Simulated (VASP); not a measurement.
# Si2W (I4/mmm) in VASP: a series of runs

Runs on Si2W. Level: PBEsol. Tasks: electric field gradients.

All numbers are computed with VASP 6.6.1; they aren't measurements. Logs are shortened: lines on timing, memory, paths and dates and some standing lists are left out, and cuts for length are marked.

### Step 1. The cell of the first run

Symmetry: I4/mmm, No. 139, tetragonal system. Conventional cell: a = 3.244 Å, b = 3.244 Å, c = 7.880 Å, α = 90.00°, β = 90.00°, γ = 90.00°. Si (site symmetry 4mm) has 5 W at 2.62 to 2.64 Å and 9 Si at 2.63 to 3.24 Å within 3.5 Å. Within 3.5 Å of W (site symmetry 4/mmm) lie 10 Si at 2.62 to 2.64 Å and 4 W at 3.24 Å.

### Step 2. Electric field gradients, PBEsol (equal xx and yy strain of +1 %)

Input file INCAR:

```
PREC = Accurate
ENCUT = 520
EDIFF = 1E-8
ISMEAR = -1
SIGMA = 0.03
LREAL = F
LASPH = T
NELM = 60
ALGO = Normal
ISIF = 2
LWAVE = F
LCHARG = F
GGA = PS
LEFG = T
NBANDS = 18
```

Input file KPOINTS:

```
Automatic mesh
0
Gamma
  18 18 18
```

Input file POSCAR:

```
Si2W
1.0
   -1.6220600000      1.6220600000      3.9400000000
    1.6220600000     -1.6220600000      3.9400000000
    1.6220600000      1.6220600000     -3.9400000000
Si W
2 1
Direct
    0.3330000000      0.3330000000      0.0000000000
    0.6670000000      0.6670000000      0.0000000000
    0.0000000000      0.0000000000      0.0000000000
```

Potentials or basis: VASP PAW PBE potentials, release 64 (Si, W_sv).

The run is started by

```
cat potpaw_PBE.64/Si/POTCAR potpaw_PBE.64/W_sv/POTCAR > POTCAR
mpirun -np 1 vasp_std > vasp.out
```

OUTCAR:

```text
PREC = Accurate
   ENCUT = 520
   EDIFF = 1E-8
   ISMEAR = -1
   LREAL = F
   LASPH = T
   NELM = 60
   ISIF = 2
   GGA = PS

 ion  position               nearest neighbor table
   1  0.333  0.333  0.000-   3 2.62   2 2.63   2 2.64   2 2.64   2 2.64   2 2.64   3 2.64   3 2.64
                             3 2.64   3 2.64
   2  0.667  0.667  0.000-   3 2.62   1 2.63   1 2.64   1 2.64   1 2.64   1 2.64   3 2.64   3 2.64
                             3 2.64   3 2.64
   3  0.000  0.000  0.000-   1 2.62   2 2.62   2 2.64   1 2.64   2 2.64   2 2.64   2 2.64   1 2.64
                             1 2.64   1 2.64

  LATTYP: Found a body centered tetragonal cell.
 ALAT       =     3.2441200000
 C/A-ratio  =     2.4290100243

  Lattice vectors:

 A1 = (  -1.6220600000,   1.6220600000,   3.9400000000)
 A2 = (   1.6220600000,  -1.6220600000,   3.9400000000)
 A3 = (   1.6220600000,   1.6220600000,  -3.9400000000)

Analysis of symmetry for initial positions (statically):
=====================================================================
 Subroutine PRICEL returns:
 Original cell was already a primitive cell.

 Routine SETGRP: Setting up the symmetry group for a
 body centered tetragonal supercell.

 Subroutine GETGRP returns: Found 16 space group operations
 (whereof 16 operations were pure point group operations)
 out of a pool of 16 trial point group operations.

The static configuration has the point symmetry D_4h.

Analysis of symmetry for dynamics (positions and initial velocities):
=====================================================================
 Subroutine PRICEL returns:
 Original cell was already a primitive cell.

 Routine SETGRP: Setting up the symmetry group for a
 body centered tetragonal supercell.

 Subroutine GETGRP returns: Found 16 space group operations
 (whereof 16 operations were pure point group operations)
 out of a pool of 16 trial point group operations.

The dynamic configuration has the point symmetry D_4h.

 Subroutine INISYM returns: Found 16 space group operations
 (whereof 16 operations are pure point group operations),
 and found     1 'primitive' translations

----------------------------------------------------------------------------------------

                                     Primitive cell

  volume of cell :      41.4658

  direct lattice vectors                    reciprocal lattice vectors
    -1.622060000  1.622060000  3.940000000     0.000000000  0.308250003  0.126903553
     1.622060000 -1.622060000  3.940000000     0.308250003  0.000000000  0.126903553
     1.622060000  1.622060000 -3.940000000     0.308250003  0.308250003  0.000000000

  length of vectors
     4.559139972  4.559139972  4.559139972     0.333350531  0.333350531  0.435931335

  position of ions in fractional coordinates (direct lattice)
     0.333000000  0.333000000  0.000000000
     0.667000000  0.667000000  0.000000000
     0.000000000  0.000000000  0.000000000

  ion indices of the primitive-cell ions
   primitive index   ion index
                 1           1
                 2           2
                 3           3

----------------------------------------------------------------------------------------

 KPOINTS: Automatic mesh

Automatic generation of k-mesh.
 Grid dimensions read from file:
 generate k-points for:   18   18   18

 Generating k-lattice:

  Cartesian coordinates                     Fractional coordinates (reciprocal lattice)
     0.000000000  0.017125000  0.007050197     0.055555556  0.000000000 -0.000000000
     0.017125000  0.000000000  0.007050197     0.000000000  0.055555556 -0.000000000
     0.017125000  0.017125000  0.000000000     0.000000000  0.000000000  0.055555556

  Length of vectors
     0.018519474  0.018519474  0.024218407

  Shift w.r.t. Gamma in fractional coordinates (k-lattice)
     0.000000000  0.000000000  0.000000000

 Subroutine IBZKPT returns following result:
 ===========================================

 Found    480 irreducible k-points:

 Following reciprocal coordinates:
            Coordinates               Weight
  0.000000  0.000000  0.000000      1.000000
  0.055556  0.000000 -0.000000      8.000000
  0.111111  0.000000 -0.000000      8.000000
  0.166667  0.000000 -0.000000      8.000000
  0.222222  0.000000 -0.000000      8.000000
  0.277778  0.000000  0.000000      8.000000
[... 16 lines left out ...]
 -0.277778  0.055556  0.000000     16.000000
 -0.222222  0.055556  0.000000     16.000000
 [... further k-points ...]
   k-points           NKPTS =    480   k-points in BZ     NKDIM =    480   number of bands    NBANDS=     18
   number of dos      NEDOS =    301   number of ions     NIONS =      3
   total plane-waves  NPLWV =  46656
   dimension x,y,z NGX =    36 NGY =   36 NGZ =   36
   dimension x,y,z NGXF=    72 NGYF=   72 NGZF=   72
   ions per type =               2   1
   NGX,Y,Z   is equivalent  to a cutoff of  13.13, 13.13, 13.13 a.u.
   NGXF,Y,Z  is equivalent  to a cutoff of  26.25, 26.25, 26.25 a.u.
 SYSTEM =  unknown system
   PREC   = accura    normal or accurate (medium, high low for compatibility)
   ISTART =      0    job   : 0-new  1-cont  2-samecut
   ICHARG =      2    charge: 1-file 2-atom 10-const
   ISPIN  =      1    spin polarized calculation?
   LNONCOLLINEAR =      F non collinear calculations
   LSORBIT =      F    spin-orbit coupling
   LASPH  =      T    aspherical Exc in radial PAW
   ENCUT  =  520.0 eV  38.22 Ry    6.18 a.u.   8.48  8.48  8.48*2*pi/ulx,y,z
   NELM   =     60;   NELMIN=  2; NELMDL= -5     # of ELM steps
   EDIFF  = 0.1E-07   stopping-criterion for ELM
   LREAL  =      F    real-space projection
   EDIFFG = 0.1E-06   stopping-criterion for IOM
   NSW    =      0    number of steps for IOM
   IBRION =     -1    ionic relax: 0-MD 1-quasi-New 2-CG
   NFREE  =      0    steps in history (QN), initial steepest desc. (CG)
   ISIF   =      2    stress and relaxation
   ISYM   =      2    0-nonsym 1-usesym 2-fastsym
   POTIM  = 0.5000    time-step for ionic-motion
   TEBEG  =    0.0;   TEEND  =   0.0 temperature during run
   PSTRESS=    0.0 pullay stress
   NELECT =      22.0000    total number of electrons
   NUPDOWN=      -1.0000    fix difference up-down
   EMIN   =  10.00;   EMAX   =-10.00  energy-range for DOS
   EFERMI =   0.00;   METHOD = LEGACY
   ISMEAR =    -1;   SIGMA  =   0.03  broadening in eV -4-tet -1-fermi 0-gaus
   EFERMI_NEDOS =   21; number of points for ismear=-14 and -15
   IALGO  =     38    algorithm
   IMIX   =      4    mixing-type and parameters
     AMIX     =   0.40;   BMIX     =  1.00
     AMIX_MAG =   1.60;   BMIX_MAG =  1.00
  volume/ion in A,a.u.               =      13.82        93.28
  Fermi-wavevector in a.u.,A,eV,Ry     =   1.325315  2.504482 23.898079  1.756459
  Thomas-Fermi vector in A             =   2.454785
   LORBIT       =      0    0 simple, 1 ext, 2 COOP (PROOUT), +10 PAW based schemes
   GGA     = PS    functional components
   LHFCALC =     F    Hartree Fock is set to
   AEXX    =    0.0000 exact exchange contribution
   IVDW    =     0    specifies the selected vdW correction
   LEPSILON=     F    determine dielectric tensor
   LRPA    =     F    only Hartree local field effects (RPA)
 non-spin polarized calculation
  energy-cutoff  :      520.00
  volume of cell :       41.47
 maximum number of plane-waves:      1142
 NGX is ok and might be reduce to    36
   NGX = 17   NGY = 17   NGZ = 17

 number of electron      22.0000000 magnetization

 Free energy of the ion-electron system (eV)
  ---------------------------------------------------
  ext. energy  EPLUGINS =         0.00000000
  ---------------------------------------------------
  free energy    TOTEN  =       -26.60593062 eV

  energy without entropy =      -26.60534897  energy(sigma->0) =      -26.60563980

 E-fermi :  11.4933     XC(G=0): -12.4879

 val. band max:       11.4553743114   @ k =  -0.3889   0.5000   0.3333
 cond. band min:      11.5300118601   @ k =  -0.3889  -0.4444   0.3333
 fundamental gap:      0.0746375488
 Fermi energy:        11.4933453102

 k-point     1 :       0.0000    0.0000    0.0000
  band No.  band energies     occupation
      1     -62.3635      2.00000
      2     -26.6101      2.00000
      3     -26.5878      2.00000
      4     -26.5878      2.00000
      5      -2.3708      2.00000
      6       4.8553      2.00000
[... 10 lines left out ...]
     17      17.0001      0.00000
     18      17.0001      0.00000

 k-point     2 :       0.0556    0.0000   -0.0000
  band No.  band energies     occupation
      1     -62.3633      2.00000
      2     -26.6097      2.00000
      3     -26.5938      2.00000
      4     -26.5873      2.00000
      5      -2.3133      2.00000
      6       4.8577      2.00000
[... 10 lines left out ...]
     17      17.0069      0.00000
     18      17.2223      0.00000

 k-point     3 :       0.1111    0.0000   -0.0000
  band No.  band energies     occupation
      1     -62.3628      2.00000
      2     -26.6110      2.00000
      3     -26.6084      2.00000
      4     -26.5858      2.00000
      5      -2.1420      2.00000
      6       4.8549      2.00000
[... 10 lines left out ...]
     17      17.0746      0.00000
     18      17.7677      0.00000

 k-point     4 :       0.1667    0.0000   -0.0000
  band No.  band energies     occupation
      1     -62.3619      2.00000
      2     -26.6371      2.00000
      3     -26.6065      2.00000
      4     -26.5834      2.00000
      5      -1.8604      2.00000
      6       4.8113      2.00000
[... 375 lines left out ...]
      4     -26.5802      2.00000
      5      -0.4637      2.00000
      6       3.9098      2.00000
[... 10 lines left out ...]
     17      18.6039      0.00000
     18      19.5863      0.00000

 k-point    23 :      -0.2778    0.0556    0.0000
  band No.  band energies     occupation
      1     -62.3595      2.00000
      2     -26.7020      2.00000
      3     -26.6004      2.00000
      4     -26.5831      2.00000
      5      -1.0188      2.00000
      6       4.5078      2.00000
[... 10 lines left out ...]
     17      18.3370      0.00000
     18      19.3966      0.00000

 k-point    24 :      -0.2222    0.0556    0.0000
  band No.  band energies     occupation
      1     -62.3607      2.00000
      2     -26.6683      2.00000
      3     -26.6030      2.00000
      4     -26.5863      2.00000
      5      -1.4859      2.00000
      6       4.9227      2.00000
[... 10 lines left out ...]
     17      17.6555      0.00000
     18      19.5149      0.00000

 [... further k-points ...]

------------------------ aborting loop because EDIFF is reached ----------------------------------------

  FORCE on cell =-STRESS in cart. coord.  units (eV):
  Direction    XX          YY          ZZ          XY          YZ          ZX
  --------------------------------------------------------------------------------------
  -------------------------------------------------------------------------------------
  Total       -1.9400919     -1.9400919     -1.7547770      0.0000000      0.0000000      0.0000000
  in kB      -74.9622881    -74.9622881    -67.8019935      0.0000000      0.0000000      0.0000000
  external PRESSURE =     -72.5755232 kB  Pullay stress =       0.0000000 kB

 VOLUME and BASIS-vectors are now :
 -----------------------------------------------------------------------------
  energy-cutoff  :      520.00
  volume of cell :       41.47
      direct lattice vectors                 reciprocal lattice vectors
    -1.622060000  1.622060000  3.940000000     0.000000000  0.308250003  0.126903553
     1.622060000 -1.622060000  3.940000000     0.308250003  0.000000000  0.126903553
     1.622060000  1.622060000 -3.940000000     0.308250003  0.308250003  0.000000000

 POSITION                                       TOTAL-FORCE (eV/Angst)
 -----------------------------------------------------------------------------------
      0.00000      0.00000      2.62404        -0.000000     -0.000000      0.308531
      0.00000      0.00000      5.25596         0.000000      0.000000     -0.308531
      0.00000      0.00000      0.00000         0.000000      0.000000      0.000000
 -----------------------------------------------------------------------------------
    total drift:                                0.000000      0.000000     -0.000000

  FREE ENERGIE OF THE ION-ELECTRON SYSTEM (eV)
  ---------------------------------------------------
  free  energy   TOTEN  =       -26.6059306243 eV

  energy  without entropy=      -26.6053489743  energy(sigma->0) =      -26.60563980

 Electric field gradients (V/A^2)
---------------------------------------------------------------------
 ion       V_xx      V_yy      V_zz      V_xy      V_xz      V_yz
---------------------------------------------------------------------
   1       5.233     5.233   -10.465    -0.000    -0.000    -0.000
   2       5.233     5.233   -10.465    -0.000    -0.000    -0.000
   3      72.557    72.557  -145.115    -0.000    -0.000    -0.000
---------------------------------------------------------------------

 Electric field gradients after diagonalization (V/A^2)
 (convention: |V_zz| > |V_xx| > |V_yy|)
----------------------------------------------------------------------
 ion       V_xx      V_yy      V_zz     asymmetry (V_yy - V_xx)/ V_zz
----------------------------------------------------------------------
   1       5.233     5.233   -10.465       0.000
   2       5.233     5.233   -10.465       0.000
   3      72.558    72.557  -145.115       0.000
----------------------------------------------------------------------

           NMR quadrupolar parameters

 Cq : quadrupolar parameter    Cq=e*Q*V_zz/h
 eta: asymmetry parameters     (V_yy - V_xx)/ V_zz
 Q  : nuclear electric quadrupole moment in mb (millibarn)
----------------------------------------------------------------------
 ion       Cq(MHz)       eta       Q (mb)
----------------------------------------------------------------------
   1      -0.025       0.000       1.000
   2      -0.025       0.000       1.000
   3      -0.351       0.000       1.000
----------------------------------------------------------------------
```

Run time: 5.5 min. Hardware: 1 thread of Intel Xeon Platinum 8488C (Sapphire Rapids), shared host; peak memory 0.46 GiB.

What came out:

- Free energy: -26.6059 eV
- Pressure: -7.3 GPa
- Largest force: 0.309 eV/Å
- Band gap on the k mesh: zero (bands 11 and 12 overlap by 1.29 eV)
- Largest electric field gradient by atom: Si -10.5; W -145.1 V/Å²

Forces on the atoms (eV/Å):
```
Si   0.000  0.000  0.309
Si   0.000  0.000 -0.309
W    0.000  0.000  0.000
```

Stress tensor (GPa, compression positive):
```
-7.50  0.00  0.00
 0.00 -7.50  0.00
 0.00  0.00 -6.78
```

Electric field gradients, principal values (V/Å²):
```
atom   least  middle  greatest (by size)
1 Si   5.233   5.233             -10.465
2 Si   5.233   5.233             -10.465
 3 W  72.557  72.558            -145.115
```

Caveat: the cell differs from its parent crystal (equal xx and yy strain of +1 %); the cell stands under tension; without QUAD_EFG the Cq values of the log hold for a quadrupole moment of 1 mb, not for the nuclei; the PAW data sets were made with another functional, which shifts forces and pressure a little; spin-orbit coupling is left out, which moves the levels of the heavy elements.

[end of part 1 of 3]
